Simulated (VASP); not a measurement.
# CsPt (F-43m) in VASP: notebook

CsPt is run at these levels: PBE; tasks: single point.

Everything below comes from runs of VASP 6.6.1. Logs are shortened: lines on timing, memory, paths and dates and some standing lists are left out, and cuts for length are marked.

### Step 1. The cell of the first run

It takes space group F-43m (No. 216, cubic). The conventional cell has a = 7.012 Å, b = 7.012 Å, c = 7.012 Å, α = 90.00°, β = 90.00°, γ = 90.00°. Within 4.0 Å of Cs (site symmetry -43m) lie 4 Pt at 3.04 Å. Within 4.0 Å of Pt (site symmetry -43m) lie 4 Cs at 3.04 Å.

### Step 2. Single point, PBE

INCAR reads:

```
SYSTEM = CsPt
ALGO = Normal ; EDIFF = 1E-7
ENCUT = 520 ; GGA = PE
ISIF = 2 ; ISMEAR = 0
LASPH = .TRUE. ; LCHARG = .FALSE.
LREAL = .FALSE. ; LWAVE = .FALSE.
NBANDS = 16 ; NELM = 60
PREC = Accurate ; SIGMA = 0.1
```

KPOINTS reads:

```
k-points
0
G
  4 4 4
  0 0 0
```

POSCAR reads:

```
CsPt
1.0
    0.0000000000      3.5058619700      3.5058619700
    3.5058619700      0.0000000000      3.5058619700
    3.5058619700      3.5058619700      0.0000000000
Cs Pt
1 1
Direct
    0.0000000000      0.0000000000      0.0000000000
    0.2500000000      0.2500000000      0.2500000000
```

Potentials or basis: VASP PAW PBE potentials, release 64 (Cs_sv, Pt).

The run is started by

```bash
> cat potpaw_PBE.64/Cs_sv/POTCAR potpaw_PBE.64/Pt/POTCAR > POTCAR
> mpirun -np 1 vasp_std > vasp.out
```

OUTCAR:

```text
SYSTEM = CsPt
   EDIFF = 1E-7
   ENCUT = 520
   GGA = PE
   ISIF = 2
   ISMEAR = 0
   LASPH = .TRUE.
   LREAL = .FALSE.
   NELM = 60
   PREC = Accurate

 ion  position               nearest neighbor table
   1  0.000  0.000  0.000-   2 3.04   2 3.04   2 3.04   2 3.04
   2  0.250  0.250  0.250-   1 3.04   1 3.04   1 3.04   1 3.04

  LATTYP: Found a face centered cubic cell.
 ALAT       =     7.0117239400

  Lattice vectors:

 A1 = (   0.0000000000,   3.5058619700,   3.5058619700)
 A2 = (   3.5058619700,   0.0000000000,   3.5058619700)
 A3 = (   3.5058619700,   3.5058619700,   0.0000000000)

Analysis of symmetry for initial positions (statically):
=====================================================================
 Subroutine PRICEL returns:
 Original cell was already a primitive cell.

 Routine SETGRP: Setting up the symmetry group for a
 face centered cubic supercell.

 Subroutine GETGRP returns: Found 24 space group operations
 (whereof 24 operations were pure point group operations)
 out of a pool of 48 trial point group operations.

The static configuration has the point symmetry T_d .

Analysis of symmetry for dynamics (positions and initial velocities):
=====================================================================
 Subroutine PRICEL returns:
 Original cell was already a primitive cell.

 Routine SETGRP: Setting up the symmetry group for a
 face centered cubic supercell.

 Subroutine GETGRP returns: Found 24 space group operations
 (whereof 24 operations were pure point group operations)
 out of a pool of 48 trial point group operations.

The dynamic configuration has the point symmetry T_d .

 Subroutine INISYM returns: Found 24 space group operations
 (whereof 24 operations are pure point group operations),
 and found     1 'primitive' translations

----------------------------------------------------------------------------------------

                                     Primitive cell

  volume of cell :      86.1816

  direct lattice vectors                    reciprocal lattice vectors
     0.000000000  3.505861970  3.505861970    -0.142618279  0.142618279  0.142618279
     3.505861970  0.000000000  3.505861970     0.142618279 -0.142618279  0.142618279
     3.505861970  3.505861970  0.000000000     0.142618279  0.142618279 -0.142618279

  length of vectors
     4.958037546  4.958037546  4.958037546     0.247022105  0.247022105  0.247022105

  position of ions in fractional coordinates (direct lattice)
     0.000000000  0.000000000  0.000000000
     0.250000000  0.250000000  0.250000000

  ion indices of the primitive-cell ions
   primitive index   ion index
                 1           1
                 2           2

----------------------------------------------------------------------------------------

 KPOINTS: k-points

Automatic generation of k-mesh.
 Grid dimensions read from file:
 generate k-points for:    4    4    4

 Generating k-lattice:

  Cartesian coordinates                     Fractional coordinates (reciprocal lattice)
    -0.035654570  0.035654570  0.035654570     0.250000000  0.000000000  0.000000000
     0.035654570 -0.035654570  0.035654570     0.000000000  0.250000000  0.000000000
     0.035654570  0.035654570 -0.035654570     0.000000000  0.000000000  0.250000000

  Length of vectors
     0.061755526  0.061755526  0.061755526

  Shift w.r.t. Gamma in fractional coordinates (k-lattice)
     0.000000000  0.000000000  0.000000000

 Subroutine IBZKPT returns following result:
 ===========================================

 Found      8 irreducible k-points:

 Following reciprocal coordinates:
            Coordinates               Weight
  0.000000  0.000000  0.000000      1.000000
  0.250000  0.000000  0.000000      8.000000
  0.500000  0.000000  0.000000      4.000000
  0.250000  0.250000  0.000000      6.000000
  0.500000  0.250000  0.000000     24.000000
 -0.250000  0.250000  0.000000     12.000000
  0.500000  0.500000  0.000000      3.000000
 -0.250000  0.500000  0.250000      6.000000
   k-points           NKPTS =      8   k-points in BZ     NKDIM =      8   number of bands    NBANDS=     16
   number of dos      NEDOS =    301   number of ions     NIONS =      2
   total plane-waves  NPLWV =  64000
   dimension x,y,z NGX =    40 NGY =   40 NGZ =   40
   dimension x,y,z NGXF=    80 NGYF=   80 NGZF=   80
   ions per type =               1   1
   NGX,Y,Z   is equivalent  to a cutoff of  13.41, 13.41, 13.41 a.u.
   NGXF,Y,Z  is equivalent  to a cutoff of  26.82, 26.82, 26.82 a.u.
 SYSTEM =  CsPt
   PREC   = accura    normal or accurate (medium, high low for compatibility)
   ISTART =      0    job   : 0-new  1-cont  2-samecut
   ICHARG =      2    charge: 1-file 2-atom 10-const
   ISPIN  =      1    spin polarized calculation?
   LNONCOLLINEAR =      F non collinear calculations
   LSORBIT =      F    spin-orbit coupling
   LASPH  =      T    aspherical Exc in radial PAW
   ENCUT  =  520.0 eV  38.22 Ry    6.18 a.u.   9.22  9.22  9.22*2*pi/ulx,y,z
   NELM   =     60;   NELMIN=  2; NELMDL= -5     # of ELM steps
   EDIFF  = 0.1E-06   stopping-criterion for ELM
   LREAL  =      F    real-space projection
   EDIFFG = 0.1E-05   stopping-criterion for IOM
   NSW    =      0    number of steps for IOM
   IBRION =     -1    ionic relax: 0-MD 1-quasi-New 2-CG
   NFREE  =      0    steps in history (QN), initial steepest desc. (CG)
   ISIF   =      2    stress and relaxation
   ISYM   =      2    0-nonsym 1-usesym 2-fastsym
   POTIM  = 0.5000    time-step for ionic-motion
   TEBEG  =    0.0;   TEEND  =   0.0 temperature during run
   PSTRESS=    0.0 pullay stress
   NELECT =      19.0000    total number of electrons
   NUPDOWN=      -1.0000    fix difference up-down
   EMIN   =  10.00;   EMAX   =-10.00  energy-range for DOS
   EFERMI =   0.00;   METHOD = LEGACY
   ISMEAR =     0;   SIGMA  =   0.10  broadening in eV -4-tet -1-fermi 0-gaus
   EFERMI_NEDOS =   21; number of points for ismear=-14 and -15
   IALGO  =     38    algorithm
   IMIX   =      4    mixing-type and parameters
     AMIX     =   0.40;   BMIX     =  1.00
     AMIX_MAG =   1.60;   BMIX_MAG =  1.00
  volume/ion in A,a.u.               =      43.09       290.79
  Fermi-wavevector in a.u.,A,eV,Ry     =   0.988981  1.868903 13.307629  0.978083
  Thomas-Fermi vector in A             =   2.120547
   LORBIT       =      0    0 simple, 1 ext, 2 COOP (PROOUT), +10 PAW based schemes
   GGA     = PE    functional components
   LHFCALC =     F    Hartree Fock is set to
   AEXX    =    0.0000 exact exchange contribution
   IVDW    =     0    specifies the selected vdW correction
   LEPSILON=     F    determine dielectric tensor
   LRPA    =     F    only Hartree local field effects (RPA)
 non-spin polarized calculation
 Gauss-broadening in eV      SIGMA  =   0.10
  energy-cutoff  :      520.00
  volume of cell :       86.18
 maximum number of plane-waves:      2332
 NGX is ok and might be reduce to    40
   NGX = 19   NGY = 19   NGZ = 19

 number of electron      18.9999998 magnetization

 Free energy of the ion-electron system (eV)
  ---------------------------------------------------
  ext. energy  EPLUGINS =         0.00000000
  ---------------------------------------------------
  free energy    TOTEN  =        -4.72438646 eV

  energy without entropy =       -4.71919853  energy(sigma->0) =       -4.72179250

 E-fermi :   1.0441     XC(G=0):  -7.8112

 val. band max:        0.8543073108   @ k =  -0.2500   0.2500   0.0000
 cond. band min:       1.1651426892   @ k =   0.5000   0.2500   0.0000
 fundamental gap:      0.3108353784
 Fermi energy:         1.0441376819

 k-point     1 :       0.0000    0.0000    0.0000
  band No.  band energies     occupation
      1     -20.0875      2.00000
      2      -7.0115      2.00000
      3      -7.0115      2.00000
      4      -7.0115      2.00000
      5      -0.7267      2.00000
      6       0.1446      2.00000
      7       0.1446      2.00000
      8       0.7912      1.99965
      9       0.7912      1.99965
     10       0.7912      1.99965
     11       4.9656      0.00000
     12       4.9656      0.00000
     13       4.9656      0.00000
     14       7.6944      0.00000
     15       8.5556      0.00000
     16       8.5556      0.00000

 k-point     2 :       0.2500    0.0000    0.0000
  band No.  band energies     occupation
      1     -20.0704      2.00000
      2      -7.2221      2.00000
      3      -7.0166      2.00000
      4      -7.0166      2.00000
      5      -0.0275      2.00000
      6       0.1310      2.00000
      7       0.1310      2.00000
      8       0.5375      2.00000
      9       0.7279      1.99999
     10       0.7279      1.99999
     11       4.1049      0.00000
     12       5.2850      0.00000
     13       5.2850      0.00000
     14       8.1481      0.00000
     15       8.1481      0.00000
     16       8.7433      0.00000

 k-point     3 :       0.5000    0.0000    0.0000
  band No.  band energies     occupation
      1     -20.0533      2.00000
      2      -7.4063      2.00000
      3      -7.0220      2.00000
      4      -7.0220      2.00000
      5       0.2128      2.00000
      6       0.2143      2.00000
      7       0.2143      2.00000
      8       0.5598      2.00000
      9       0.5598      2.00000
     10       0.6627      2.00000
     11       4.2023      0.00000
     12       5.4751      0.00000
     13       5.4751      0.00000
     14       8.2385      0.00000
     15       8.8150      0.00000
     16       8.8150      0.00000

 k-point     4 :       0.2500    0.2500    0.0000
  band No.  band energies     occupation
      1     -20.0648      2.00000
      2      -7.2508      2.00000
      3      -7.0359      2.00000
      4      -7.0359      2.00000
      5      -0.0611      2.00000
      6       0.2155      2.00000
      7       0.2567      2.00000
      8       0.5922      2.00000
      9       0.5922      2.00000
     10       0.7630      1.99993
     11       3.6674      0.00000
     12       5.6760      0.00000
     13       5.6760      0.00000
     14       6.9081      0.00000
     15       8.4329      0.00000
     16      10.5133      0.00000

 k-point     5 :       0.5000    0.2500    0.0000
  band No.  band energies     occupation
      1     -20.0477      2.00000
      2      -7.3640      2.00000
      3      -7.1130      2.00000
      4      -7.0409      2.00000
      5      -0.0179      2.00000
      6       0.1989      2.00000
      7       0.2524      2.00000
      8       0.5183      2.00000
      9       0.5270      2.00000
     10       1.1651      0.08703
     11       3.9001      0.00000
     12       5.3485      0.00000
     13       6.0045      0.00000
     14       7.3372      0.00000
     15       8.7472      0.00000
     16       9.2258      0.00000

 k-point     6 :      -0.2500    0.2500    0.0000
  band No.  band energies     occupation
      1     -20.0534      2.00000
      2      -7.3077      2.00000
      3      -7.1290      2.00000
      4      -7.0216      2.00000
      5       0.0840      2.00000
      6       0.1212      2.00000
      7       0.3189      2.00000
      8       0.4401      2.00000
      9       0.7114      2.00000
     10       0.8543      1.99274
     11       4.3347      0.00000
     12       4.7685      0.00000
     13       5.6267      0.00000
     14       7.9456      0.00000
     15       8.6635      0.00000
     16       9.1232      0.00000

 k-point     7 :       0.5000    0.5000    0.0000
  band No.  band energies     occupation
      1     -20.0420      2.00000
      2      -7.4482      2.00000
      3      -7.0594      2.00000
      4      -7.0594      2.00000
      5      -0.0015      2.00000
      6       0.0588      2.00000
      7       0.3746      2.00000
      8       0.3993      2.00000
      9       0.3993      2.00000
     10       1.5899      0.00000
     11       3.2840      0.00000
     12       6.0697      0.00000
     13       7.1264      0.00000
     14       7.1264      0.00000
     15       8.2982      0.00000
     16       9.3089      0.00000

 k-point     8 :      -0.2500    0.5000    0.2500
  band No.  band energies     occupation
      1     -20.0420      2.00000
      2      -7.3367      2.00000
      3      -7.1835      2.00000
      4      -7.0632      2.00000
      5      -0.0006      2.00000
      6       0.0087      2.00000
      7       0.2866      2.00000
      8       0.4190      2.00000
      9       0.6371      2.00000
     10       1.4320      0.00000
     11       4.2619      0.00000
     12       4.9841      0.00000
     13       5.9927      0.00000
     14       7.4016      0.00000
     15       8.8915      0.00000
     16       9.2454      0.00000

------------------------ aborting loop because EDIFF is reached ----------------------------------------

  FORCE on cell =-STRESS in cart. coord.  units (eV):
  Direction    XX          YY          ZZ          XY          YZ          ZX
  --------------------------------------------------------------------------------------
  -------------------------------------------------------------------------------------
  Total        0.4915628      0.4915628      0.4915628      0.0000000     -0.0000000      0.0000000
  in kB        9.1385045      9.1385045      9.1385045      0.0000000     -0.0000000      0.0000000
  external PRESSURE =       9.1385045 kB  Pullay stress =       0.0000000 kB

 VOLUME and BASIS-vectors are now :
 -----------------------------------------------------------------------------
  energy-cutoff  :      520.00
  volume of cell :       86.18
      direct lattice vectors                 reciprocal lattice vectors
     0.000000000  3.505861970  3.505861970    -0.142618279  0.142618279  0.142618279
     3.505861970  0.000000000  3.505861970     0.142618279 -0.142618279  0.142618279
     3.505861970  3.505861970  0.000000000     0.142618279  0.142618279 -0.142618279

 POSITION                                       TOTAL-FORCE (eV/Angst)
 -----------------------------------------------------------------------------------
      0.00000      0.00000      0.00000        -0.000000      0.000000      0.000000
      1.75293      1.75293      1.75293         0.000000     -0.000000     -0.000000
 -----------------------------------------------------------------------------------
    total drift:                               -0.000000     -0.000000     -0.000000

  FREE ENERGIE OF THE ION-ELECTRON SYSTEM (eV)
  ---------------------------------------------------
  free  energy   TOTEN  =        -4.7243864620 eV

  energy  without entropy=       -4.7191985305  energy(sigma->0) =       -4.72179250
```

Wall time 14 s (1 thread of Intel Xeon Platinum 8375C at 2.90GHz (Ice Lake), shared host); peak memory 0.23 GiB.

Results:

```
Free energy : -4.7244 eV
Pressure    : 0.9 GPa
```

Levels at points of the mesh, in eV from the Fermi level:
```tsv
k point	band 8	band 9	band 10	band 11	band 12	band 13
(0.00, 0.00, 0.00)	-0.25	-0.25	-0.25	3.92	3.92	3.92
(0.50, 0.00, 0.00)	-0.48	-0.48	-0.38	3.16	4.43	4.43
(0.50, 0.50, 0.00)	-0.64	-0.64	0.55	2.24	5.03	6.08
```

Caveat: the k points lie up to 0.39 Å⁻¹ apart; spin-orbit coupling is left out, which moves the levels of the heavy elements.

### Step 3. Single point, PBE

This run uses another cell than the first one, of 45.75 Å³/atom, 1.062 times its volume.

INCAR reads:

```
PREC = Accurate
ENCUT = 520
EDIFF = 1E-6
ISMEAR = 0
SIGMA = 0.1
LREAL = False
LASPH = True
NELM = 60
ALGO = Fast
ISIF = 2
LWAVE = False
LCHARG = False
GGA = PE
NBANDS = 16
```

KPOINTS reads:

```
Automatic mesh
0
Gamma
  14 14 14
```

POSCAR reads:

```
CsPt
1.0
    0.0000000000      3.5766701851      3.5766701851
    3.5766701851      0.0000000000      3.5766701851
    3.5766701851      3.5766701851      0.0000000000
Cs Pt
1 1
Direct
    0.0000000000      0.0000000000      0.0000000000
    0.2500000000      0.2500000000      0.2500000000
```

Potentials or basis: VASP PAW PBE potentials, release 64 (Cs_sv, Pt).

The run is started by

```bash
> cat potpaw_PBE.64/Cs_sv/POTCAR potpaw_PBE.64/Pt/POTCAR > POTCAR
> mpirun -np 1 vasp_std > vasp.out
```

Run time: 2.3 min. Hardware: 1 thread of Intel Xeon Platinum 8375C at 2.90GHz (Ice Lake), shared host; peak memory 0.35 GiB.

The run converged. Its results:

- Free energy: -4.7451 eV
- Pressure: 0.3 GPa

Levels at points of the mesh, in eV from the Fermi level:
| k point | band 7 | band 8 | band 9 | band 10 | band 11 | band 12 | band 13 | band 14 |
| --- | --- | --- | --- | --- | --- | --- | --- | --- |
| (0.00, 0.00, 0.00) | -0.66 | -0.12 | -0.12 | -0.12 | 4.03 | 4.03 | 4.03 | 6.58 |
| (0.50, 0.00, 0.00) | -0.60 | -0.31 | -0.31 | -0.30 | 3.17 | 4.50 | 4.50 | 7.21 |
| (0.50, 0.50, 0.00) | -0.46 | -0.44 | -0.44 | 0.52 | 2.37 | 5.06 | 5.98 | 5.98 |

Caveat: spin-orbit coupling is left out, which moves the levels of the heavy elements.

### Step 4. Single point, PBE

This run uses another cell than the first one, of 45.75 Å³/atom, 1.062 times its volume.

INCAR reads:

```
SYSTEM = CsPt
PREC = Accurate
ENCUT = 520
EDIFF = 1E-6
ISMEAR = 0
SIGMA = 0.1
LREAL = .FALSE.
LASPH = .TRUE.
NELM = 80
ALGO = Fast
ISIF = 2
LWAVE = .FALSE.
LCHARG = .FALSE.
GGA = PE
NBANDS = 16
```

KPOINTS reads:

```
Automatic mesh
0
G
  14 14 14
  0 0 0
```

POSCAR is that of step 3.

The run is started by

```bash
> cat potpaw_PBE.64/Cs_sv/POTCAR potpaw_PBE.64/Pt/POTCAR > POTCAR
> mpirun -np 1 vasp_std > vasp.out
```

Run time: 2.5 min. Hardware: 1 thread of Intel Xeon Platinum 8375C at 2.90GHz (Ice Lake), shared host; peak memory 0.35 GiB.

Results (log left out):

```yaml
Free_energy: -4.7451 eV
Pressure: 0.3 GPa
```

Levels at points of the mesh, in eV from the Fermi level:
```
           k point  band 6  band 7  band 8  band 9  band 10  band 11  band 12  band 13  band 14  band 15
(0.00, 0.00, 0.00)   -0.66   -0.66   -0.12   -0.12    -0.12     4.03     4.03     4.03     6.58     7.44
(0.50, 0.00, 0.00)   -0.60   -0.60   -0.31   -0.31    -0.30     3.17     4.50     4.50     7.21     7.71
(0.50, 0.50, 0.00)   -0.74   -0.46   -0.44   -0.44     0.52     2.37     5.06     5.98     5.98     7.27
```

Caveat: spin-orbit coupling is left out, which moves the levels of the heavy elements.
